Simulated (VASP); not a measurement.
# NaCl (Fm-3m) in VASP: notebook

Runs on NaCl. Level: PBE. Tasks: single point.

Program: VASP 6.6.1. These are calculated values, not measurements. Logs are shortened: lines on timing, memory, paths and dates and some standing lists are left out, and cuts for length are marked.

**1. The cell of the first run**

The structure is cubic, space group Fm-3m (No. 225). The conventional cell has a = 5.696 Å, b = 5.696 Å, c = 5.696 Å, α = 90.00°, β = 90.00°, γ = 90.00°. Na (site symmetry m-3m) has 6 Cl at 2.85 Å within 3.8 Å. Cl (site symmetry m-3m) has 6 Na at 2.85 Å within 3.8 Å.

**2. Single point, PBE**

The input, INCAR:

```
PREC = Accurate
ENCUT = 500
EDIFF = 1E-6
ISMEAR = 0
SIGMA = 0.1
LREAL = False
LASPH = True
NELM = 120
ALGO = Normal
ISIF = 2
LWAVE = False
LCHARG = False
GGA = PE
NBANDS = 22
GGA_COMPAT = False
```

The input, KPOINTS:

```
regular mesh
0
Gamma
  4 4 4
```

The input, POSCAR:

```
NaCl
1.0
    4.0276378872      0.0000000000      0.0000000000
    0.0000000000      4.0276378872      0.0000000000
    0.0000000000      0.0000000000      5.6959400879
Na Cl
2 2
Direct
    0.0000000000      0.0000000000      0.0000000000
    0.5000000000      0.5000000000      0.5000000000
    0.5000000000      0.5000000000      0.0000000000
    0.0000000000      0.0000000000      0.5000000000
```

Potentials or basis: VASP PAW PBE potentials, release 64 (Na_pv, Cl).

Command:

```bash
cat potpaw_PBE.64/Na_pv/POTCAR potpaw_PBE.64/Cl/POTCAR > POTCAR
mpirun -np 1 vasp_std > vasp.out
```

OUTCAR:

```text
PREC = Accurate
   ENCUT = 500
   EDIFF = 1E-6
   ISMEAR = 0
   LREAL = False
   LASPH = True
   NELM = 120
   ISIF = 2
   GGA = PE

 ion  position               nearest neighbor table
   1  0.000  0.000  0.000-
   2  0.500  0.500  0.500-
   3  0.500  0.500  0.000-
   4  0.000  0.000  0.500-

  LATTYP: Found a simple tetragonal cell.
 ALAT       =     4.0276378872
 C/A-ratio  =     1.4142135533

  Lattice vectors:

 A1 = (   4.0276378872,   0.0000000000,   0.0000000000)
 A2 = (   0.0000000000,   4.0276378872,   0.0000000000)
 A3 = (   0.0000000000,   0.0000000000,   5.6959400879)

Analysis of symmetry for initial positions (statically):
=====================================================================
 Subroutine PRICEL returns following result:

  LATTYP: Found a face centered cubic cell.
 ALAT       =     5.6959401062

  Lattice vectors:

 A1 = (  -2.0138189436,  -2.0138189436,  -2.8479700440)
 A2 = (   2.0138189436,  -2.0138189436,  -2.8479700439)
 A3 = (   0.0000000000,  -4.0276378872,  -0.0000000000)

   2 primitive cells build up your supercell.

 Routine SETGRP: Setting up the symmetry group for a
 simple tetragonal supercell.

 Subroutine GETGRP returns: Found 16 space group operations
 (whereof 16 operations were pure point group operations)
 out of a pool of 16 trial point group operations.

The static configuration has the point symmetry D_4h.

Analysis of symmetry for dynamics (positions and initial velocities):
=====================================================================
 Subroutine PRICEL returns following result:

  LATTYP: Found a face centered cubic cell.
 ALAT       =     5.6959401062

  Lattice vectors:

 A1 = (  -2.0138189436,  -2.0138189436,  -2.8479700440)
 A2 = (   2.0138189436,  -2.0138189436,  -2.8479700439)
 A3 = (   0.0000000000,  -4.0276378872,  -0.0000000000)

   2 primitive cells build up your supercell.

 Routine SETGRP: Setting up the symmetry group for a
 simple tetragonal supercell.

 Subroutine GETGRP returns: Found 16 space group operations
 (whereof 16 operations were pure point group operations)
 out of a pool of 16 trial point group operations.

The dynamic configuration has the point symmetry D_4h.

 Subroutine INISYM returns: Found 16 space group operations
 (whereof 16 operations are pure point group operations),
 and found     2 'primitive' translations

----------------------------------------------------------------------------------------

                                     Primitive cell

  volume of cell :      46.1994

  direct lattice vectors                    reciprocal lattice vectors
    -2.013818944 -2.013818944 -2.847970044    -0.248284485  0.000000000 -0.175563644
     2.013818944 -2.013818944 -2.847970044     0.248284485  0.000000000 -0.175563644
     0.000000000 -4.027637887 -0.000000000    -0.000000000 -0.248284485  0.175563644

  length of vectors
     4.027637874  4.027637874  4.027637887     0.304085151  0.304085151  0.304085151

  position of ions in fractional coordinates (direct lattice)
     0.000000000  0.000000000  0.000000000
     0.500000000  0.500000000  0.500000000

  ion indices of the primitive-cell ions
   primitive index   ion index
                 1           1
                 2           4

----------------------------------------------------------------------------------------

 KPOINTS: regular mesh

Automatic generation of k-mesh.
 Grid dimensions read from file:
 generate k-points for:    4    4    4

 Generating k-lattice:

  Cartesian coordinates                     Fractional coordinates (reciprocal lattice)
     0.062071121  0.000000000  0.000000000     0.250000000  0.000000000  0.000000000
     0.000000000  0.062071121  0.000000000     0.000000000  0.250000000  0.000000000
     0.000000000  0.000000000  0.043890911     0.000000000  0.000000000  0.250000000

  Length of vectors
     0.062071121  0.062071121  0.043890911

  Shift w.r.t. Gamma in fractional coordinates (k-lattice)
     0.000000000  0.000000000  0.000000000

 Subroutine IBZKPT returns following result:
 ===========================================

 Found     18 irreducible k-points:

 Following reciprocal coordinates:
            Coordinates               Weight
  0.000000  0.000000  0.000000      1.000000
  0.250000  0.000000  0.000000      4.000000
  0.500000  0.000000  0.000000      2.000000
  0.250000  0.250000  0.000000      4.000000
  0.500000  0.250000  0.000000      4.000000
  0.500000  0.500000  0.000000      1.000000
[... 10 lines left out ...]
  0.500000  0.250000  0.500000      4.000000
  0.500000  0.500000  0.500000      1.000000
   k-points           NKPTS =     18   k-points in BZ     NKDIM =     18   number of bands    NBANDS=     22
   number of dos      NEDOS =    301   number of ions     NIONS =      4
   total plane-waves  NPLWV =  37800
   dimension x,y,z NGX =    30 NGY =   30 NGZ =   42
   dimension x,y,z NGXF=    60 NGYF=   60 NGZF=   84
   ions per type =               2   2
   NGX,Y,Z   is equivalent  to a cutoff of  12.38, 12.38, 12.26 a.u.
   NGXF,Y,Z  is equivalent  to a cutoff of  24.77, 24.77, 24.52 a.u.
 SYSTEM =  unknown system
   PREC   = accura    normal or accurate (medium, high low for compatibility)
   ISTART =      0    job   : 0-new  1-cont  2-samecut
   ICHARG =      2    charge: 1-file 2-atom 10-const
   ISPIN  =      1    spin polarized calculation?
   LNONCOLLINEAR =      F non collinear calculations
   LSORBIT =      F    spin-orbit coupling
   LASPH  =      T    aspherical Exc in radial PAW
   ENCUT  =  500.0 eV  36.75 Ry    6.06 a.u.   7.34  7.34 10.39*2*pi/ulx,y,z
   NELM   =    120;   NELMIN=  2; NELMDL= -5     # of ELM steps
   EDIFF  = 0.1E-05   stopping-criterion for ELM
   LREAL  =      F    real-space projection
   EDIFFG = 0.1E-04   stopping-criterion for IOM
   NSW    =      0    number of steps for IOM
   IBRION =     -1    ionic relax: 0-MD 1-quasi-New 2-CG
   NFREE  =      0    steps in history (QN), initial steepest desc. (CG)
   ISIF   =      2    stress and relaxation
   ISYM   =      2    0-nonsym 1-usesym 2-fastsym
   POTIM  = 0.5000    time-step for ionic-motion
   TEBEG  =    0.0;   TEEND  =   0.0 temperature during run
   PSTRESS=    0.0 pullay stress
   NELECT =      28.0000    total number of electrons
   NUPDOWN=      -1.0000    fix difference up-down
   EMIN   =  10.00;   EMAX   =-10.00  energy-range for DOS
   EFERMI =   0.00;   METHOD = LEGACY
   ISMEAR =     0;   SIGMA  =   0.10  broadening in eV -4-tet -1-fermi 0-gaus
   EFERMI_NEDOS =   21; number of points for ismear=-14 and -15
   IALGO  =     38    algorithm
   IMIX   =      4    mixing-type and parameters
     AMIX     =   0.40;   BMIX     =  1.00
     AMIX_MAG =   1.60;   BMIX_MAG =  1.00
  volume/ion in A,a.u.               =      23.10       155.88
  Fermi-wavevector in a.u.,A,eV,Ry     =   1.099610  2.077962 16.451384  1.209143
  Thomas-Fermi vector in A             =   2.236008
   LORBIT       =      0    0 simple, 1 ext, 2 COOP (PROOUT), +10 PAW based schemes
   GGA     = PE    functional components
   LHFCALC =     F    Hartree Fock is set to
   AEXX    =    0.0000 exact exchange contribution
   IVDW    =     0    specifies the selected vdW correction
   LEPSILON=     F    determine dielectric tensor
   LRPA    =     F    only Hartree local field effects (RPA)
 non-spin polarized calculation
 Gauss-broadening in eV      SIGMA  =   0.10
  energy-cutoff  :      500.00
  volume of cell :       92.40
 maximum number of plane-waves:      2373
 NGX is ok and might be reduce to    30
   NGX = 15   NGY = 15   NGZ = 21

 number of electron      27.9999963 magnetization

 Free energy of the ion-electron system (eV)
  ---------------------------------------------------
  ext. energy  EPLUGINS =         0.00000000
  ---------------------------------------------------
  free energy    TOTEN  =       -13.55442975 eV

  energy without entropy =      -13.55442975  energy(sigma->0) =      -13.55442975

 E-fermi :  -0.4504     XC(G=0):  -8.0404

 val. band max:       -0.8985282185   @ k =   0.0000   0.0000   0.0000
 cond. band min:       4.0959958356   @ k =   0.0000   0.0000   0.0000
 fundamental gap:      4.9945240541
 Fermi energy:        -0.4503865584

 k-point     1 :       0.0000    0.0000    0.0000
  band No.  band energies     occupation
      1     -21.7946      2.00000
      2     -21.7842      2.00000
      3     -21.7842      2.00000
      4     -21.7771      2.00000
      5     -21.7771      2.00000
      6     -21.7771      2.00000
[... 14 lines left out ...]
     21      10.2122      0.00000
     22      12.3119      0.00000

 k-point     2 :       0.2500    0.0000    0.0000
  band No.  band energies     occupation
      1     -21.7916      2.00000
      2     -21.7901      2.00000
      3     -21.7851      2.00000
      4     -21.7823      2.00000
      5     -21.7792      2.00000
      6     -21.7773      2.00000
[... 14 lines left out ...]
     21      10.7150      0.00000
     22      11.3149      0.00000

 k-point     3 :       0.5000    0.0000    0.0000
  band No.  band energies     occupation
      1     -21.7946      2.00000
      2     -21.7946      2.00000
      3     -21.7850      2.00000
      4     -21.7850      2.00000
      5     -21.7790      2.00000
      6     -21.7790      2.00000
[... 14 lines left out ...]
     21      10.8256      0.00000
     22      10.8256      0.00000
[... 326 lines left out ...]
 k-point    17 :       0.5000    0.2500    0.5000
  band No.  band energies     occupation
      1     -21.7974      2.00000
      2     -21.7974      2.00000
      3     -21.7842      2.00000
      4     -21.7842      2.00000
      5     -21.7809      2.00000
      6     -21.7809      2.00000
[... 14 lines left out ...]
     21      10.7229      0.00000
     22      10.7229      0.00000

 k-point    18 :       0.5000    0.5000    0.5000
  band No.  band energies     occupation
      1     -21.7894      2.00000
      2     -21.7894      2.00000
      3     -21.7894      2.00000
      4     -21.7894      2.00000
      5     -21.7859      2.00000
      6     -21.7859      2.00000
[... 14 lines left out ...]
     21      10.3081      0.00000
     22      10.3081      0.00000

------------------------ aborting loop because EDIFF is reached ----------------------------------------

  FORCE on cell =-STRESS in cart. coord.  units (eV):
  Direction    XX          YY          ZZ          XY          YZ          ZX
  --------------------------------------------------------------------------------------
  -------------------------------------------------------------------------------------
  Total       -0.0207021     -0.0207021     -0.0289917      0.0000000      0.0000000     -0.0000000
  in kB       -0.3589698     -0.3589698     -0.5027103      0.0000000      0.0000000     -0.0000000
  external PRESSURE =      -0.4068833 kB  Pullay stress =       0.0000000 kB

 VOLUME and BASIS-vectors are now :
 -----------------------------------------------------------------------------
  energy-cutoff  :      500.00
  volume of cell :       92.40
      direct lattice vectors                 reciprocal lattice vectors
     4.027637887  0.000000000  0.000000000     0.248284485  0.000000000  0.000000000
     0.000000000  4.027637887  0.000000000     0.000000000  0.248284485  0.000000000
     0.000000000  0.000000000  5.695940088     0.000000000  0.000000000  0.175563644

 POSITION                                       TOTAL-FORCE (eV/Angst)
 -----------------------------------------------------------------------------------
      0.00000      0.00000      0.00000         0.000000     -0.000000     -0.000000
      2.01382      2.01382      2.84797         0.000000     -0.000000     -0.000000
      2.01382      2.01382      0.00000        -0.000000      0.000000      0.000000
      0.00000      0.00000      2.84797         0.000000     -0.000000     -0.000000
 -----------------------------------------------------------------------------------
    total drift:                                0.000000      0.000000      0.000000

  FREE ENERGIE OF THE ION-ELECTRON SYSTEM (eV)
  ---------------------------------------------------
  free  energy   TOTEN  =       -13.5544297546 eV

  energy  without entropy=      -13.5544297546  energy(sigma->0) =      -13.55442975
```

It took 28 s on 1 thread of Intel Xeon 8259CL, shared host; peak memory 0.19 GiB.

What came out:

* Free energy: -13.5544 eV
* Pressure: 0.0 GPa
* Band gap on the k mesh: 4.99 eV

Levels at points of the mesh, in eV from the valence-band top:
| k point | band 11 | band 12 | band 13 | band 14 | band 15 | band 16 | band 17 | band 18 |
| --- | --- | --- | --- | --- | --- | --- | --- | --- |
| (0.00, 0.00, 0.00) | -0.57 | 0.00 | 0.00 | 0.00 | 4.99 | 7.45 | 8.10 | 11.09 |
| (0.50, 0.00, 0.00) | -0.75 | -0.75 | -0.25 | -0.25 | 8.07 | 8.07 | 9.63 | 9.63 |
| (0.50, 0.50, 0.00) | -0.57 | -0.57 | -0.57 | -0.57 | 7.45 | 7.45 | 8.10 | 8.10 |
| (0.00, 0.00, 0.50) | -0.30 | -0.30 | -0.30 | -0.30 | 6.92 | 6.92 | 9.13 | 9.13 |
| (0.50, 0.00, 0.50) | -0.25 | -0.25 | -0.25 | -0.25 | 7.22 | 7.22 | 10.38 | 10.38 |
| (0.50, 0.50, 0.50) | -1.13 | -1.13 | -0.71 | -0.71 | 8.70 | 8.70 | 9.62 | 9.62 |

**3. Single point, PBE**

Edit INCAR of step 2 so:

```diff
@@ -4,3 +4,3 @@
 ISMEAR = 0
-SIGMA = 0.1
+SIGMA = 0.02
 LREAL = False
```

The input, KPOINTS:

```
regular mesh
0
Gamma
  6 6 4
```

POSCAR is that of step 2.

Potentials or basis: VASP PAW PBE potentials, release 64 (Na_pv, Cl).

Command:

```bash
cat potpaw_PBE.64/Na_pv/POTCAR potpaw_PBE.64/Cl/POTCAR > POTCAR
mpirun -np 1 vasp_std > vasp.out
```

Wall time 38 s (1 thread of Intel Xeon 8259CL, shared host); peak memory 0.2 GiB.

Results (log left out):

```yaml
Free_energy: -13.5554 eV
Pressure: 0.0 GPa
Band_gap_on_the_k_mesh: 4.99 eV
```

Levels at points of the mesh, in eV from the valence-band top:
```csv
k point,band 10,band 11,band 12,band 13,band 14,band 15,band 16,band 17,band 18,band 19
"(0.00, 0.00, 0.00)",-0.57,-0.57,0.00,0.00,0.00,4.99,7.45,8.10,11.09,11.09
"(0.50, 0.00, 0.00)",-1.39,-0.75,-0.75,-0.25,-0.25,8.07,8.07,9.63,9.63,9.86
"(0.50, 0.50, 0.00)",-1.58,-0.57,-0.57,-0.57,-0.57,7.45,7.45,8.10,8.10,11.11
"(0.00, 0.00, 0.50)",-1.01,-0.30,-0.30,-0.30,-0.30,6.93,6.93,9.13,9.13,10.75
"(0.50, 0.00, 0.50)",-1.84,-0.25,-0.25,-0.25,-0.25,7.22,7.22,10.38,10.38,10.90
"(0.50, 0.50, 0.50)",-1.13,-1.13,-1.13,-0.71,-0.71,8.70,8.70,9.62,9.62,9.62
```

(Part 1 of 2 ends here.)
